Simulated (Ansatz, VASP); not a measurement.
One calculation of P, two programs

Contents of INCAR:

```
  PREC = Accurate
  ENCUT = 520
  EDIFF = 1E-7
  ISMEAR = 0
  SIGMA = 0.05
  LREAL = False
  LASPH = True
  NELM = 80
  ALGO = Normal
  ISIF = 2
  LWAVE = False
  LCHARG = True
  GGA = PS
  LELF = True
  LVHAR = True
  NBANDS = 30
```

KPOINTS

```
Automatic mesh
0
Gamma
  8 1 3
```

POSCAR

```
P
1.0
   -3.2837277200      0.0000000000      0.0000000000
    0.0000000000    -34.8570309900      4.6320847100
    0.0000000000      0.0987975493     10.0076336385
P
8
Direct
    0.0000000000      0.0311305229      0.4910986563
    0.0000000000      0.0298203413      0.0288499364
    0.0000000000      0.9728000220      0.8956475032
    0.0000000000      0.9714898404      0.4333987834
    0.5000000000      0.9723863995      0.7497162480
    0.5000000000      0.9710762179      0.2874675282
    0.5000000000      0.0315441453      0.6370299115
    0.5000000000      0.0302339637      0.1747811916
```

Input for Ansatz:

```yaml
crystal:
  lattice:
    - [-3.28372772, 0.0, 0.0]
    - [0.0, -34.85703099, 4.63208471]
    - [0.0, 0.0987975493, 10.0076336385]
  atoms:
    - { symbol: P, position: [0.0, 0.0311305229, 0.4910986563] }
    - { symbol: P, position: [0.0, 0.0298203413, 0.0288499364] }
    - { symbol: P, position: [0.0, 0.972800022, 0.8956475032] }
    - { symbol: P, position: [0.0, 0.9714898404, 0.4333987834] }
    - { symbol: P, position: [0.5, 0.9723863995, 0.749716248] }
    - { symbol: P, position: [0.5, 0.9710762179, 0.2874675282] }
    - { symbol: P, position: [0.5, 0.0315441453, 0.6370299115] }
    - { symbol: P, position: [0.5, 0.0302339637, 0.1747811916] }
basis:
  ecutwfc: 420
kpoints:
  mp_grid: { grid: [8, 1, 3] }
hamiltonian:
  xc: pbesol
scf:
  occupations: { method: gaussian, width: 0.05 }
output:
  forces: true
  stress: true
  eigenvalues: true
```

Alike in both runs: task single point; functional PBEsol; k mesh 8 × 1 × 3; occupations gaussian, width 0.05 eV; no spin polarisation.

|  | VASP | Ansatz |
| --- | --- | --- |
| version | VASP 6.6.1 | Ansatz 0.2.0 |
| potentials or method | VASP PAW PBE potentials, release 64 (P), cutoff 520 eV | scalar-relativistic, plane waves, PAW |
| valence electrons in the cell | 40 | 40 |

```csv
,VASP,Ansatz,Ansatz less VASP
rms of the force components (eV/Å),0.311,0.306,-0.0048
```

VASP's potentials were made for PBE, not for PBEsol. Atom by atom the forces differ by 0.013 eV/Å (rms over components).
